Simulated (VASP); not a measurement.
# MgH2 (P4_2/mnm) in VASP: settings compared

MgH2 is run at these levels: LDA, PBEsol, PBE, r2SCAN; tasks: single point.

Program: VASP 6.6.1. These are calculated values, not measurements. Logs are shortened: lines on timing, memory, paths and dates and some standing lists are left out, and cuts for length are marked.

## 1. The cell of the first run

It takes space group P4_2/mnm (No. 136, tetragonal). The conventional cell has a = 4.485 Å, b = 4.485 Å, c = 2.996 Å, α = 90.00°, β = 90.00°, γ = 90.00°. Within 2.6 Å of Mg (site symmetry mmm) lie 6 H at 1.93 to 1.94 Å. Within 2.6 Å of H (site symmetry m2m) lie 3 Mg at 1.93 to 1.94 Å and 1 H at 2.48 Å.

## 2. Single point, LDA

INCAR

```
SYSTEM = MgH2
PREC     = Accurate       ! precision mode
ENCUT    = 520            ! plane-wave cutoff, eV
EDIFF    = 1E-6           ! SCF threshold, eV
ISMEAR   = 0              ! smearing method
SIGMA    = 0.01           ! smearing width, eV
LREAL    = .False.        ! projectors in reciprocal space
LASPH    = .True.         ! aspherical terms in the spheres
NELM     = 80             ! most SCF steps
ALGO     = Normal         ! electronic algorithm
ISIF     = 2              ! what is computed and relaxed
LWAVE    = .False.        ! write WAVECAR
LCHARG   = .True.         ! write CHGCAR
GGA      = CA             ! functional
LELF     = .True.         ! ELF
LVHAR    = .True.       
NBANDS   = 13             ! bands
```

KPOINTS

```
regular mesh
0
Gamma
  6 6 8
  0 0 0
```

POSCAR

```
MgH2
1.0
    4.4849452995      0.0000000000      0.0000000000
    0.0000000000      4.4849452995      0.0000000000
    0.0000000000      0.0000000000      2.9964065034
Mg H
2 4
Direct
    0.0000000000      0.0000000000      0.0000000000
    0.5000000000      0.5000000000      0.5000000000
    0.3046827735      0.3046827735      0.0000000000
    0.1953172265      0.8046827735      0.5000000000
    0.6953172265      0.6953172265      0.0000000000
    0.8046827735      0.1953172265      0.5000000000
```

Potentials or basis: VASP PAW LDA potentials, release 64 (Mg, H).

Launch:

```console
$ cat potpaw_LDA.64/Mg/POTCAR potpaw_LDA.64/H/POTCAR > POTCAR
$ mpirun -np 1 vasp_std > vasp.out
```

OUTCAR:

```text
SYSTEM = MgH2
   PREC = Accurate
   ENCUT = 520
   EDIFF = 1E-6
   ISMEAR = 0
   LREAL = .False.
   LASPH = .True.
   NELM = 80
   ISIF = 2
   GGA = CA

 ion  position               nearest neighbor table
   1  0.000  0.000  0.000-   3 1.93   5 1.93   4 1.94   6 1.94   4 1.94   6 1.94   2 3.51   2 3.51
                             2 3.51   2 3.51   2 3.51   2 3.51   2 3.51   2 3.51
   2  0.500  0.500  0.500-   4 1.93   6 1.93   5 1.94   3 1.94   3 1.94   5 1.94   1 3.51   1 3.51
                             1 3.51   1 3.51   1 3.51   1 3.51   1 3.51   1 3.51
   3  0.305  0.305  0.000-   1 1.93   2 1.94   2 1.94
   4  0.195  0.805  0.500-   2 1.93   1 1.94   1 1.94
   5  0.695  0.695  0.000-   1 1.93   2 1.94   2 1.94
   6  0.805  0.195  0.500-   2 1.93   1 1.94   1 1.94

  LATTYP: Found a simple tetragonal cell.
 ALAT       =     4.4849452995
 C/A-ratio  =     0.6681032439

  Lattice vectors:

 A1 = (   4.4849452995,   0.0000000000,   0.0000000000)
 A2 = (   0.0000000000,   4.4849452995,   0.0000000000)
 A3 = (   0.0000000000,   0.0000000000,   2.9964065034)

Analysis of symmetry for initial positions (statically):
=====================================================================
 Subroutine PRICEL returns:
 Original cell was already a primitive cell.

 Routine SETGRP: Setting up the symmetry group for a
 simple tetragonal supercell.

 Subroutine GETGRP returns: Found 16 space group operations
 (whereof  8 operations were pure point group operations)
 out of a pool of 16 trial point group operations.

The static configuration has the point symmetry D_2h.
 The point group associated with its full space group is D_4h.

Analysis of symmetry for dynamics (positions and initial velocities):
=====================================================================
 Subroutine PRICEL returns:
 Original cell was already a primitive cell.

 Routine SETGRP: Setting up the symmetry group for a
 simple tetragonal supercell.

 Subroutine GETGRP returns: Found 16 space group operations
 (whereof  8 operations were pure point group operations)
 out of a pool of 16 trial point group operations.

The dynamic configuration has the point symmetry D_2h.
 The point group associated with its full space group is D_4h.

 Subroutine INISYM returns: Found 16 space group operations
 (whereof  8 operations are pure point group operations),
 and found     1 'primitive' translations

----------------------------------------------------------------------------------------

                                     Primitive cell

  volume of cell :      60.2719

  direct lattice vectors                    reciprocal lattice vectors
     4.484945299  0.000000000  0.000000000     0.222968160  0.000000000  0.000000000
     0.000000000  4.484945299  0.000000000     0.000000000  0.222968160  0.000000000
     0.000000000  0.000000000  2.996406503     0.000000000  0.000000000  0.333733090

  length of vectors
     4.484945299  4.484945299  2.996406503     0.222968160  0.222968160  0.333733090

  position of ions in fractional coordinates (direct lattice)
     0.000000000  0.000000000  0.000000000
     0.500000000  0.500000000  0.500000000
     0.304682773  0.304682773  0.000000000
     0.195317227  0.804682773  0.500000000
     0.695317227  0.695317227  0.000000000
     0.804682773  0.195317227  0.500000000

  ion indices of the primitive-cell ions
   primitive index   ion index
                 1           1
                 2           2
                 3           3
                 4           4
                 5           5
                 6           6

----------------------------------------------------------------------------------------

 KPOINTS: regular mesh

Automatic generation of k-mesh.
 Grid dimensions read from file:
 generate k-points for:    6    6    8

 Generating k-lattice:

  Cartesian coordinates                     Fractional coordinates (reciprocal lattice)
     0.037161360  0.000000000  0.000000000     0.166666667  0.000000000  0.000000000
     0.000000000  0.037161360  0.000000000     0.000000000  0.166666667  0.000000000
     0.000000000  0.000000000  0.041716636     0.000000000  0.000000000  0.125000000

  Length of vectors
     0.037161360  0.037161360  0.041716636

  Shift w.r.t. Gamma in fractional coordinates (k-lattice)
     0.000000000  0.000000000  0.000000000

 Subroutine IBZKPT returns following result:
 ===========================================

 Found     50 irreducible k-points:

 Following reciprocal coordinates:
            Coordinates               Weight
  0.000000  0.000000  0.000000      1.000000
  0.166667  0.000000  0.000000      4.000000
  0.333333  0.000000  0.000000      4.000000
  0.500000  0.000000  0.000000      2.000000
  0.166667  0.166667  0.000000      4.000000
  0.333333  0.166667  0.000000      8.000000
[... 16 lines left out ...]
  0.333333  0.000000  0.250000      8.000000
  0.500000  0.000000  0.250000      4.000000
 [... further k-points ...]
   k-points           NKPTS =     50   k-points in BZ     NKDIM =     50   number of bands    NBANDS=     13
   number of dos      NEDOS =    301   number of ions     NIONS =      6
   total plane-waves  NPLWV =  31104
   dimension x,y,z NGX =    36 NGY =   36 NGZ =   24
   dimension x,y,z NGXF=    72 NGYF=   72 NGZF=   48
   ions per type =               2   4
   NGX,Y,Z   is equivalent  to a cutoff of  13.34, 13.34, 13.32 a.u.
   NGXF,Y,Z  is equivalent  to a cutoff of  26.69, 26.69, 26.63 a.u.
 SYSTEM =  MgH2
   PREC   = accura    normal or accurate (medium, high low for compatibility)
   ISTART =      0    job   : 0-new  1-cont  2-samecut
   ICHARG =      2    charge: 1-file 2-atom 10-const
   ISPIN  =      1    spin polarized calculation?
   LNONCOLLINEAR =      F non collinear calculations
   LSORBIT =      F    spin-orbit coupling
   LASPH  =      T    aspherical Exc in radial PAW
   ENCUT  =  520.0 eV  38.22 Ry    6.18 a.u.   8.34  8.34  5.57*2*pi/ulx,y,z
   NELM   =     80;   NELMIN=  2; NELMDL= -5     # of ELM steps
   EDIFF  = 0.1E-05   stopping-criterion for ELM
   LREAL  =      F    real-space projection
   EDIFFG = 0.1E-04   stopping-criterion for IOM
   NSW    =      0    number of steps for IOM
   IBRION =     -1    ionic relax: 0-MD 1-quasi-New 2-CG
   NFREE  =      0    steps in history (QN), initial steepest desc. (CG)
   ISIF   =      2    stress and relaxation
   ISYM   =      2    0-nonsym 1-usesym 2-fastsym
   POTIM  = 0.5000    time-step for ionic-motion
   TEBEG  =    0.0;   TEEND  =   0.0 temperature during run
   PSTRESS=    0.0 pullay stress
   NELECT =       8.0000    total number of electrons
   NUPDOWN=      -1.0000    fix difference up-down
   EMIN   =  10.00;   EMAX   =-10.00  energy-range for DOS
   EFERMI =   0.00;   METHOD = LEGACY
   ISMEAR =     0;   SIGMA  =   0.01  broadening in eV -4-tet -1-fermi 0-gaus
   EFERMI_NEDOS =   21; number of points for ismear=-14 and -15
   IALGO  =     38    algorithm
   IMIX   =      4    mixing-type and parameters
     AMIX     =   0.40;   BMIX     =  1.00
     AMIX_MAG =   1.60;   BMIX_MAG =  1.00
  volume/ion in A,a.u.               =      10.05        67.79
  Fermi-wavevector in a.u.,A,eV,Ry     =   0.835090  1.578091  9.488361  0.697375
  Thomas-Fermi vector in A             =   1.948590
   LORBIT       =      0    0 simple, 1 ext, 2 COOP (PROOUT), +10 PAW based schemes
   GGA     = CA    functional components
   LHFCALC =     F    Hartree Fock is set to
   AEXX    =    0.0000 exact exchange contribution
   IVDW    =     0    specifies the selected vdW correction
   LEPSILON=     F    determine dielectric tensor
   LRPA    =     F    only Hartree local field effects (RPA)
 non-spin polarized calculation
 Gauss-broadening in eV      SIGMA  =   0.01
  energy-cutoff  :      520.00
  volume of cell :       60.27
 maximum number of plane-waves:      1648
 NGX is ok and might be reduce to    36
   NGX = 17   NGY = 17   NGZ = 11

 number of electron       8.0000002 magnetization

 Free energy of the ion-electron system (eV)
  ---------------------------------------------------
  ext. energy  EPLUGINS =         0.00000000
  ---------------------------------------------------
  free energy    TOTEN  =       -18.88074307 eV

  energy without entropy =      -18.88074307  energy(sigma->0) =      -18.88074307

 E-fermi :  -0.4944     XC(G=0):  -8.8310

 val. band max:       -0.5660005214   @ k =   0.1667   0.1667   0.1250
 cond. band min:       2.9050680685   @ k =   0.3333   0.3333   0.5000
 fundamental gap:      3.4710685899
 Fermi energy:        -0.4943655006

 k-point     1 :       0.0000    0.0000    0.0000
  band No.  band energies     occupation
      1      -7.2604      2.00000
      2      -2.0980      2.00000
      3      -2.0980      2.00000
      4      -1.0662      2.00000
      5       3.7977      0.00000
      6       4.2802      0.00000
      7       8.3540      0.00000
      8       8.3540      0.00000
      9      10.1440      0.00000
     10      10.4710      0.00000
     11      11.3572      0.00000
     12      14.4013      0.00000
     13      14.4013      0.00000

 k-point     2 :       0.1667    0.0000    0.0000
  band No.  band energies     occupation
      1      -7.0725      2.00000
      2      -3.0372      2.00000
      3      -1.9695      2.00000
      4      -0.6808      2.00000
      5       3.9258      0.00000
      6       4.7491      0.00000
      7       7.1021      0.00000
      8       8.8531      0.00000
      9      10.6431      0.00000
     10      11.5565      0.00000
     11      11.8931      0.00000
     12      13.7017      0.00000
     13      14.5748      0.00000

 k-point     3 :       0.3333    0.0000    0.0000
  band No.  band energies     occupation
      1      -6.5149      2.00000
      2      -4.4052      2.00000
      3      -1.6081      2.00000
      4      -0.6811      2.00000
      5       3.8947      0.00000
      6       5.5795      0.00000
      7       6.7334      0.00000
      8       9.8595      0.00000
      9      11.1575      0.00000
     10      11.8402      0.00000
     11      12.4166      0.00000
     12      13.1658      0.00000
     13      13.4490      0.00000
[... 305 lines left out ...]
 k-point    23 :       0.3333    0.0000    0.2500
  band No.  band energies     occupation
      1      -5.5984      2.00000
      2      -3.6093      2.00000
      3      -1.1548      2.00000
      4      -0.7650      2.00000
      5       4.8504      0.00000
      6       5.5936      0.00000
      7       5.6855      0.00000
      8       7.0865      0.00000
      9       7.6816      0.00000
     10       9.8512      0.00000
     11      10.0511      0.00000
     12      12.2931      0.00000
     13      13.0993      0.00000

 k-point    24 :       0.5000    0.0000    0.2500
  band No.  band energies     occupation
      1      -4.7342      2.00000
      2      -4.7342      2.00000
      3      -0.8877      2.00000
      4      -0.8877      2.00000
      5       4.9643      0.00000
      6       4.9643      0.00000
      7       6.4337      0.00000
      8       6.4337      0.00000
      9       8.6061      0.00000
     10       8.6061      0.00000
     11      12.0426      0.00000
     12      12.0426      0.00000
     13      13.5921      0.00000

 [... further k-points ...]
[... 5 lines left out ...]
  --------------------------------------------------------------------------------------
  -------------------------------------------------------------------------------------
  Total       -0.8000785     -0.8000785     -0.8504823     -0.0000000      0.0000000      0.0000000
  in kB      -21.2680738    -21.2680738    -22.6079317     -0.0000000      0.0000000      0.0000000
  external PRESSURE =     -21.7146931 kB  Pullay stress =       0.0000000 kB

 VOLUME and BASIS-vectors are now :
 -----------------------------------------------------------------------------
  energy-cutoff  :      520.00
  volume of cell :       60.27
      direct lattice vectors                 reciprocal lattice vectors
     4.484945299  0.000000000  0.000000000     0.222968160  0.000000000  0.000000000
     0.000000000  4.484945299  0.000000000     0.000000000  0.222968160  0.000000000
     0.000000000  0.000000000  2.996406503     0.000000000  0.000000000  0.333733090

 POSITION                                       TOTAL-FORCE (eV/Angst)
 -----------------------------------------------------------------------------------
      0.00000      0.00000      0.00000        -0.000000      0.000000      0.000000
      2.24247      2.24247      1.49820        -0.000000      0.000000      0.000000
      1.36649      1.36649      0.00000        -0.007712     -0.007712     -0.000000
      0.87599      3.60896      1.49820         0.007712     -0.007712     -0.000000
      3.11846      3.11846      0.00000         0.007712      0.007712      0.000000
      3.60896      0.87599      1.49820        -0.007712      0.007712      0.000000
 -----------------------------------------------------------------------------------
    total drift:                                0.000000      0.000000     -0.000000

  FREE ENERGIE OF THE ION-ELECTRON SYSTEM (eV)
  ---------------------------------------------------
  free  energy   TOTEN  =       -18.8807430680 eV

  energy  without entropy=      -18.8807430680  energy(sigma->0) =      -18.88074307
```

Wall time 58 s (1 thread of AMD EPYC 7R13 (Zen 3), shared host); peak memory 0.14 GiB.

Results:

```
Free energy            : -18.8807 eV
Pressure               : -2.2 GPa
Largest force          : 0.011 eV/Å
Band gap on the k mesh : 3.47 eV, indirect (least direct gap 4.27 eV)
```

Forces on the atoms (eV/Å):
```
Mg   0.000  0.000  0.000
Mg   0.000  0.000  0.000
H   -0.008 -0.008  0.000
H    0.008 -0.008  0.000
H    0.008  0.008  0.000
H   -0.008  0.008  0.000
```

Stress tensor (GPa, compression positive):
```
-2.13  0.00  0.00
 0.00 -2.13  0.00
 0.00  0.00 -2.26
```

Levels at points of the mesh, in eV from the valence-band top:
```tsv
k point	band 2	band 3	band 4	band 5	band 6	band 7
(0.00, 0.00, 0.00)	-1.53	-1.53	-0.50	4.36	4.85	8.92
(0.50, 0.00, 0.00)	-5.04	-0.54	-0.54	5.02	5.02	9.91
(0.50, 0.50, 0.00)	-3.93	-2.91	-2.91	8.95	8.95	9.12
(0.00, 0.00, 0.50)	-3.18	-0.07	-0.07	6.05	6.05	6.50
(0.50, 0.00, 0.50)	-2.39	-1.17	-1.17	4.94	4.94	6.58
(0.50, 0.50, 0.50)	-1.96	-1.00	-1.00	3.54	3.54	3.83
```

A k mesh can miss the band edges. Expect the measured gap to be larger: semilocal functionals such as LDA lack the derivative discontinuity.

(Part 1 of 2 ends here.)
